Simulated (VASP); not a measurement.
# BN (R3m) in VASP: settings compared, part 2 of 4

VASP 6.6.1. The steps go on from the part before.

### Step 3. Single point, PBEsol (volume scaled by 0.98)

Contents of INCAR:

```
SYSTEM = BN
ALGO = Normal
EDIFF = 1E-7
ENCUT = 520
GGA = PS
ISIF = 2
ISMEAR = -1
LASPH = .TRUE.
LCHARG = .FALSE.
LREAL = .FALSE.
LWAVE = .FALSE.
NBANDS = 11
NELM = 80
PREC = Accurate
SIGMA = 0.05
```

Contents of KPOINTS:

```
k-points
0
G
  12 12 12
  0 0 0
```

Contents of POSCAR:

```
BN
1.0
    1.2427247397      0.7174874630      3.3502965776
   -1.2427247397      0.7174874630      3.3502965776
    0.0000000000     -1.4349749260      3.3502965776
N B
1 1
Direct
    0.6672382000      0.6672382000      0.6672382000
    0.0003288000      0.0003288000      0.0003288000
```

Potentials or basis: VASP PAW PBE potentials, release 64 (N, B).

The run is started by

```
cat potpaw_PBE.64/N/POTCAR potpaw_PBE.64/B/POTCAR > POTCAR
mpirun -np 1 vasp_std > vasp.out
```

OUTCAR:

```text
SYSTEM = BN
   EDIFF = 1E-7
   ENCUT = 520
   GGA = PS
   ISIF = 2
   ISMEAR = -1
   LASPH = .TRUE.
   LREAL = .FALSE.
   NELM = 80
   PREC = Accurate

 ion  position               nearest neighbor table
   1  0.667  0.667  0.667-   2 1.43   2 1.43   2 1.43
   2  0.000  0.000  0.000-   1 1.43   1 1.43   1 1.43

  LATTYP: Found a trigonal (rhomboedric) cell.
 ALAT       =     3.6446728517
 COS(alpha) =     0.7674786797

  Lattice vectors:

 A1 = (   1.2427247397,   0.7174874630,   3.3502965776)
 A2 = (  -1.2427247397,   0.7174874630,   3.3502965776)
 A3 = (   0.0000000000,  -1.4349749260,   3.3502965776)

Analysis of symmetry for initial positions (statically):
=====================================================================
 Subroutine PRICEL returns:
 Original cell was already a primitive cell.

 Routine SETGRP: Setting up the symmetry group for a
 trigonal (rhombohedral) supercell.

 Subroutine GETGRP returns: Found  6 space group operations
 (whereof  6 operations were pure point group operations)
 out of a pool of 12 trial point group operations.

The static configuration has the point symmetry C_3v.

Analysis of symmetry for dynamics (positions and initial velocities):
=====================================================================
 Subroutine PRICEL returns:
 Original cell was already a primitive cell.

 Routine SETGRP: Setting up the symmetry group for a
 trigonal (rhombohedral) supercell.

 Subroutine GETGRP returns: Found  6 space group operations
 (whereof  6 operations were pure point group operations)
 out of a pool of 12 trial point group operations.

The dynamic configuration has the point symmetry C_3v.

 Subroutine INISYM returns: Found  6 space group operations
 (whereof  6 operations are pure point group operations),
 and found     1 'primitive' translations

----------------------------------------------------------------------------------------

                                     Primitive cell

  volume of cell :      17.9235

  direct lattice vectors                    reciprocal lattice vectors
     1.242724740  0.717487463  3.350296578     0.402341713  0.232292096  0.099493679
    -1.242724740  0.717487463  3.350296578    -0.402341713  0.232292096  0.099493679
     0.000000000 -1.434974926  3.350296578     0.000000000 -0.464584192  0.099493679

  length of vectors
     3.644672852  3.644672852  3.644672852     0.475118368  0.475118368  0.475118368

  position of ions in fractional coordinates (direct lattice)
     0.667238200  0.667238200  0.667238200
     0.000328800  0.000328800  0.000328800

  ion indices of the primitive-cell ions
   primitive index   ion index
                 1           1
                 2           2

----------------------------------------------------------------------------------------

 KPOINTS: k-points

Automatic generation of k-mesh.
 Grid dimensions read from file:
 generate k-points for:   12   12   12

 Generating k-lattice:

  Cartesian coordinates                     Fractional coordinates (reciprocal lattice)
     0.033528476  0.019357675  0.008291140     0.083333333 -0.000000000 -0.000000000
    -0.033528476  0.019357675  0.008291140    -0.000000000  0.083333333 -0.000000000
     0.000000000 -0.038715349  0.008291140    -0.000000000 -0.000000000  0.083333333

  Length of vectors
     0.039593197  0.039593197  0.039593197

  Shift w.r.t. Gamma in fractional coordinates (k-lattice)
     0.000000000  0.000000000  0.000000000

 Subroutine IBZKPT returns following result:
 ===========================================

 Found    189 irreducible k-points:

 Following reciprocal coordinates:
            Coordinates               Weight
  0.000000  0.000000  0.000000      1.000000
  0.083333  0.000000 -0.000000      6.000000
  0.166667  0.000000 -0.000000      6.000000
  0.250000  0.000000  0.000000      6.000000
  0.333333  0.000000 -0.000000      6.000000
  0.416667  0.000000 -0.000000      6.000000
[... 16 lines left out ...]
  0.500000  0.166667  0.000000     12.000000
 -0.416667  0.166667  0.000000     12.000000
 [... further k-points ...]
   k-points           NKPTS =    189   k-points in BZ     NKDIM =    189   number of bands    NBANDS=     11
   number of dos      NEDOS =    301   number of ions     NIONS =      2
   total plane-waves  NPLWV =  21952
   dimension x,y,z NGX =    28 NGY =   28 NGZ =   28
   dimension x,y,z NGXF=    56 NGYF=   56 NGZF=   56
   ions per type =               1   1
   NGX,Y,Z   is equivalent  to a cutoff of  12.77, 12.77, 12.77 a.u.
   NGXF,Y,Z  is equivalent  to a cutoff of  25.54, 25.54, 25.54 a.u.
 SYSTEM =  BN
   PREC   = accura    normal or accurate (medium, high low for compatibility)
   ISTART =      0    job   : 0-new  1-cont  2-samecut
   ICHARG =      2    charge: 1-file 2-atom 10-const
   ISPIN  =      1    spin polarized calculation?
   LNONCOLLINEAR =      F non collinear calculations
   LSORBIT =      F    spin-orbit coupling
   LASPH  =      T    aspherical Exc in radial PAW
   ENCUT  =  520.0 eV  38.22 Ry    6.18 a.u.   6.78  6.78  6.78*2*pi/ulx,y,z
   NELM   =     80;   NELMIN=  2; NELMDL= -5     # of ELM steps
   EDIFF  = 0.1E-06   stopping-criterion for ELM
   LREAL  =      F    real-space projection
   EDIFFG = 0.1E-05   stopping-criterion for IOM
   NSW    =      0    number of steps for IOM
   IBRION =     -1    ionic relax: 0-MD 1-quasi-New 2-CG
   NFREE  =      0    steps in history (QN), initial steepest desc. (CG)
   ISIF   =      2    stress and relaxation
   ISYM   =      2    0-nonsym 1-usesym 2-fastsym
   POTIM  = 0.5000    time-step for ionic-motion
   TEBEG  =    0.0;   TEEND  =   0.0 temperature during run
   PSTRESS=    0.0 pullay stress
   NELECT =       8.0000    total number of electrons
   NUPDOWN=      -1.0000    fix difference up-down
   EMIN   =  10.00;   EMAX   =-10.00  energy-range for DOS
   EFERMI =   0.00;   METHOD = LEGACY
   ISMEAR =    -1;   SIGMA  =   0.05  broadening in eV -4-tet -1-fermi 0-gaus
   EFERMI_NEDOS =   21; number of points for ismear=-14 and -15
   IALGO  =     38    algorithm
   IMIX   =      4    mixing-type and parameters
     AMIX     =   0.40;   BMIX     =  1.00
     AMIX_MAG =   1.60;   BMIX_MAG =  1.00
  volume/ion in A,a.u.               =       8.96        60.48
  Fermi-wavevector in a.u.,A,eV,Ry     =   1.251114  2.364263 21.297014  1.565286
  Thomas-Fermi vector in A             =   2.385077
   LORBIT       =      0    0 simple, 1 ext, 2 COOP (PROOUT), +10 PAW based schemes
   GGA     = PS    functional components
   LHFCALC =     F    Hartree Fock is set to
   AEXX    =    0.0000 exact exchange contribution
   IVDW    =     0    specifies the selected vdW correction
   LEPSILON=     F    determine dielectric tensor
   LRPA    =     F    only Hartree local field effects (RPA)
 non-spin polarized calculation
  energy-cutoff  :      520.00
  volume of cell :       17.92
 maximum number of plane-waves:       505
   NGX = 13   NGY = 13   NGZ = 13

 number of electron       8.0000000 magnetization

 Free energy of the ion-electron system (eV)
  ---------------------------------------------------
  ext. energy  EPLUGINS =         0.00000000
  ---------------------------------------------------
  free energy    TOTEN  =       -18.27618069 eV

  energy without entropy =      -18.27618069  energy(sigma->0) =      -18.27618069

 E-fermi :   3.2461     XC(G=0): -10.2950

 val. band max:        2.1863917706   @ k =  -0.3333   0.3333   0.0000
 cond. band min:       6.3869929509   @ k =   0.5000   0.5000   0.0000
 fundamental gap:      4.2006011803
 Fermi energy:         3.2461327637

 k-point     1 :       0.0000    0.0000    0.0000
  band No.  band energies     occupation
      1     -15.6757      2.00000
      2      -2.0928      2.00000
      3       0.9521      2.00000
      4       0.9521      2.00000
      5       7.1909      0.00000
      6      13.9993      0.00000
      7      13.9993      0.00000
      8      15.5528      0.00000
      9      17.2906      0.00000
     10      28.2256      0.00000
     11      30.2479      0.00000
[... 309 lines left out ...]
 k-point    24 :      -0.4167    0.1667    0.0000
  band No.  band energies     occupation
      1     -12.1245      2.00000
      2      -6.5115      2.00000
      3      -3.2558      2.00000
      4       1.8592      2.00000
      5       7.3598      0.00000
      6      13.7718      0.00000
      7      15.7381      0.00000
      8      16.5590      0.00000
      9      19.9587      0.00000
     10      23.4891      0.00000
     11      25.5693      0.00000

 [... further k-points ...]
[... 5 lines left out ...]
  --------------------------------------------------------------------------------------
  -------------------------------------------------------------------------------------
  Total        0.9946061      0.9946061      0.0522105      0.0000000      0.0000000      0.0000000
  in kB       88.9074084     88.9074084      4.6670721      0.0000000      0.0000000      0.0000000
  external PRESSURE =      60.8272963 kB  Pullay stress =       0.0000000 kB

 VOLUME and BASIS-vectors are now :
 -----------------------------------------------------------------------------
  energy-cutoff  :      520.00
  volume of cell :       17.92
      direct lattice vectors                 reciprocal lattice vectors
     1.242724740  0.717487463  3.350296578     0.402341713  0.232292096  0.099493679
    -1.242724740  0.717487463  3.350296578    -0.402341713  0.232292096  0.099493679
     0.000000000 -1.434974926  3.350296578     0.000000000 -0.464584192  0.099493679

 POSITION                                       TOTAL-FORCE (eV/Angst)
 -----------------------------------------------------------------------------------
      0.00000      0.00000      6.70634         0.000000      0.000000     -0.001150
      0.00000      0.00000      0.00330         0.000000      0.000000      0.001150
 -----------------------------------------------------------------------------------
    total drift:                               -0.000000      0.000000      0.000102

  FREE ENERGIE OF THE ION-ELECTRON SYSTEM (eV)
  ---------------------------------------------------
  free  energy   TOTEN  =       -18.2761806891 eV

  energy  without entropy=      -18.2761806891  energy(sigma->0) =      -18.27618069
```

Wall time 41 s (1 thread of Intel Xeon Platinum 8488C (Sapphire Rapids), shared host); peak memory 0.16 GiB.

Results:

```yaml
Free_energy: -18.2762 eV
Pressure: 6.1 GPa
Band_gap_on_the_k_mesh: 4.20 eV, indirect (least direct gap 4.68 eV)
```

Levels at points of the mesh, in eV from the valence-band top:
| k point | band 1 | band 2 | band 3 | band 4 | band 5 | band 6 | band 7 | band 8 |
| --- | --- | --- | --- | --- | --- | --- | --- | --- |
| (0.00, 0.00, 0.00) | -17.86 | -4.28 | -1.23 | -1.23 | 5.00 | 11.81 | 11.81 | 13.37 |
| (0.50, 0.00, 0.00) | -14.58 | -9.02 | -4.09 | -0.61 | 5.27 | 10.07 | 13.00 | 14.99 |
| (0.50, 0.50, 0.00) | -14.50 | -8.89 | -4.15 | -1.22 | 4.20 | 10.06 | 14.22 | 17.60 |
| (0.50, 0.50, 0.50) | -17.58 | -6.34 | -1.25 | -1.25 | 10.12 | 11.74 | 11.74 | 12.60 |

Caveat: the PAW data sets were made with another functional, which shifts forces and pressure a little. A k mesh can miss the band edges.

[end of part 2 of 4]
